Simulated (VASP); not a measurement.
# TiOs3 (Pm-3m) in VASP: a series of runs, part 2 of 2

VASP 6.6.1. Earlier steps stand in the parts before.

## Step 4: Single point, PBE

This run uses another cell than the first one, of 16.45 Å³/atom, 1.077 times its volume.

INCAR

```
SYSTEM = TiOs3
ALGO = Normal
EDIFF = 1E-7
ENCUT = 520
GGA = PE
ISIF = 2
ISMEAR = 0
LASPH = .True.
LCHARG = .False.
LREAL = .False.
LWAVE = .False.
NBANDS = 26
NELM = 80
PREC = Accurate
SIGMA = 0.2
```

KPOINTS

```
k-points
0
Gamma
  6 6 6
  0 0 0
```

POSCAR

```
TiOs3
1.0
    4.0374071729      0.0000000000      0.0000000000
    0.0000000000      4.0374071729      0.0000000000
    0.0000000000      0.0000000000      4.0374071729
Ti Os
1 3
Direct
    0.0000000000      0.0000000000      0.0000000000
    0.5000000000      0.5000000000      0.0000000000
    0.5000000000      0.0000000000      0.5000000000
    0.0000000000      0.5000000000      0.5000000000
```

Potentials or basis: VASP PAW PBE potentials, release 64 (Ti_sv, Os).

The run is started by

```bash
cat potpaw_PBE.64/Ti_sv/POTCAR potpaw_PBE.64/Os/POTCAR > POTCAR
mpirun -np 1 vasp_std > vasp.out
```

OUTCAR:

```text
SYSTEM = TiOs3
   EDIFF = 1E-7
   ENCUT = 520
   GGA = PE
   ISIF = 2
   ISMEAR = 0
   LASPH = .True.
   LREAL = .False.
   NELM = 80
   PREC = Accurate

 ion  position               nearest neighbor table
   1  0.000  0.000  0.000-   2 2.85   3 2.85   4 2.85   3 2.85   4 2.85   2 2.85   4 2.85   4 2.85
                             2 2.85   3 2.85   3 2.85   2 2.85
   2  0.500  0.500  0.000-   1 2.85   3 2.85   4 2.85   3 2.85   4 2.85   1 2.85   3 2.85   3 2.85
                             1 2.85   4 2.85   4 2.85   1 2.85
   3  0.500  0.000  0.500-   1 2.85   2 2.85   4 2.85   1 2.85   2 2.85   2 2.85   4 2.85   2 2.85
                             1 2.85   4 2.85   1 2.85   4 2.85
   4  0.000  0.500  0.500-   1 2.85   2 2.85   3 2.85   1 2.85   2 2.85   1 2.85   3 2.85   1 2.85
                             2 2.85   3 2.85   2 2.85   3 2.85

  LATTYP: Found a simple cubic cell.
 ALAT       =     4.0374071729

  Lattice vectors:

 A1 = (   4.0374071729,   0.0000000000,   0.0000000000)
 A2 = (   0.0000000000,   4.0374071729,   0.0000000000)
 A3 = (   0.0000000000,   0.0000000000,   4.0374071729)

Analysis of symmetry for initial positions (statically):
[... 170 lines left out ...]
  energy without entropy =      -41.41396052  energy(sigma->0) =      -41.46193115

 E-fermi :   7.2494     XC(G=0): -12.7866

 val. band max:        7.2175697114   @ k =   0.3333   0.1667   0.0000
 cond. band min:       7.3086768607   @ k =   0.5000   0.3333   0.0000
 fundamental gap:      0.0911071494
 Fermi energy:         7.2494294407

 k-point     1 :       0.0000    0.0000    0.0000
  band No.  band energies     occupation
      1     -49.5582      2.00000
      2     -25.7804      2.00000
      3     -25.7804      2.00000
      4     -25.7804      2.00000
      5      -1.2560      2.00000
      6       1.7685      2.00000
[... 569 lines left out ...]
     25      10.2308      0.00000
     26      10.2505      0.00000

------------------------ aborting loop because EDIFF is reached ----------------------------------------

  FORCE on cell =-STRESS in cart. coord.  units (eV):
  Direction    XX          YY          ZZ          XY          YZ          ZX
  --------------------------------------------------------------------------------------
  -------------------------------------------------------------------------------------
  Total      -11.3911443    -11.3911443    -11.3911443     -0.0000000      0.0000000     -0.0000000
  in kB     -277.3130365   -277.3130365   -277.3130365     -0.0000000      0.0000000     -0.0000000
  external PRESSURE =    -277.3130365 kB  Pullay stress =       0.0000000 kB

 VOLUME and BASIS-vectors are now :
 -----------------------------------------------------------------------------
  energy-cutoff  :      520.00
  volume of cell :       65.81
      direct lattice vectors                 reciprocal lattice vectors
     4.037407173  0.000000000  0.000000000     0.247683713  0.000000000  0.000000000
     0.000000000  4.037407173  0.000000000     0.000000000  0.247683713  0.000000000
     0.000000000  0.000000000  4.037407173     0.000000000  0.000000000  0.247683713

 POSITION                                       TOTAL-FORCE (eV/Angst)
 -----------------------------------------------------------------------------------
      0.00000      0.00000      0.00000         0.000000      0.000000      0.000000
      2.01870      2.01870      0.00000         0.000000      0.000000      0.000000
      2.01870      0.00000      2.01870         0.000000      0.000000      0.000000
      0.00000      2.01870      2.01870         0.000000      0.000000      0.000000
 -----------------------------------------------------------------------------------
    total drift:                                0.000000      0.000000     -0.000000

  FREE ENERGIE OF THE ION-ELECTRON SYSTEM (eV)
  ---------------------------------------------------
  free  energy   TOTEN  =       -41.5099017807 eV

  energy  without entropy=      -41.4139605166  energy(sigma->0) =      -41.46193115
```

OSZICAR:

```text
N       E                     dE             d eps       ncg     rms          rms(c)
DAV:   1     0.330265564314E+03    0.33027E+03   -0.16867E+04  1040   0.145E+03
DAV:   2    -0.959195260634E+01   -0.33986E+03   -0.32613E+03  1044   0.465E+02
DAV:   3    -0.433301362934E+02   -0.33738E+02   -0.31378E+02  1560   0.124E+02
DAV:   4    -0.450936409051E+02   -0.17635E+01   -0.17342E+01  1290   0.284E+01
DAV:   5    -0.451570257703E+02   -0.63385E-01   -0.63286E-01  1476   0.479E+00    0.201E+01
DAV:   6    -0.422935245772E+02    0.28635E+01   -0.94632E+00  1416   0.252E+01    0.948E+00
DAV:   7    -0.423791355749E+02   -0.85611E-01   -0.86771E+00  1580   0.211E+01    0.578E+00
DAV:   8    -0.415251646804E+02    0.85397E+00   -0.20071E+00  1434   0.113E+01    0.980E-01
DAV:   9    -0.415223896357E+02    0.27750E-02   -0.21076E-01  1572   0.265E+00    0.123E+00
DAV:  10    -0.415139550930E+02    0.84345E-02   -0.14438E-01  1452   0.308E+00    0.506E-01
DAV:  11    -0.415106928438E+02    0.32622E-02   -0.32173E-02  1460   0.137E+00    0.229E-01
DAV:  12    -0.415099301212E+02    0.76272E-03   -0.21098E-03  1484   0.312E-01    0.647E-02
DAV:  13    -0.415099184001E+02    0.11721E-04   -0.71484E-05  1370   0.634E-02    0.335E-02
DAV:  14    -0.415099025909E+02    0.15809E-04   -0.97759E-05  1438   0.710E-02    0.903E-03
DAV:  15    -0.415099021344E+02    0.45657E-06   -0.35739E-06  1274   0.167E-02    0.615E-03
DAV:  16    -0.415099017918E+02    0.34257E-06   -0.11414E-06  1410   0.782E-03    0.217E-03
DAV:  17    -0.415099017807E+02    0.11116E-07   -0.20093E-07  1012   0.310E-03
   1 F= -.41509902E+02 E0= -.41461931E+02  d E =-.959413E-01
```

Wall time 20 s (1 thread of Intel Xeon 6975P-C (Granite Rapids), shared host); peak memory 0.18 GiB.

What came out:

```
Free energy            : -41.5099 eV
Pressure               : -27.7 GPa
Band gap on the k mesh : zero (band 18 reaches 9.86 eV, above the bottom of band 19 at 6.52 eV)
```

Levels at points of the mesh, in eV from the Fermi level:
```tsv
k point	band 14	band 15	band 16	band 17	band 18	band 19	band 20	band 21	band 22	band 23
(0.00, 0.00, 0.00)	-1.27	0.77	0.77	2.23	2.61	2.61	2.61	2.74	2.74	2.74
(0.50, 0.00, 0.00)	-2.28	-1.33	-1.01	-0.20	-0.19	-0.19	1.18	1.31	1.31	1.72
(0.50, 0.50, 0.00)	-2.24	-2.05	-0.83	-0.77	-0.77	-0.72	0.21	0.35	1.64	1.72
(0.50, 0.50, 0.50)	-1.45	-0.71	-0.71	0.11	0.47	0.47	0.47	2.24	2.24	2.24
```

Caveat: spin-orbit coupling is left out, which moves the levels of the heavy elements.

## Step 5: Overview

| cell | gap on the mesh (eV) | pressure (GPa) |
| --- | --- | --- |
| a = 3.939 Å, 4 atoms | none | -12.3 |
| a = 3.989 Å, 4 atoms | none | -20.9 |
| a = 4.037 Å, 4 atoms | none | -27.7 |

Alike in all rows: task single point; level PBE; potentials or basis VASP PAW PBE potentials, release 64 (Ti_sv, Os); no spin polarisation; k mesh 6 × 6 × 6; cutoff (eV) 520; smearing gaussian 0.2 eV.

Caveats: spin-orbit coupling is left out, which moves the levels of the heavy elements.

Absolute energies hang on the potentials; compare differences alone.
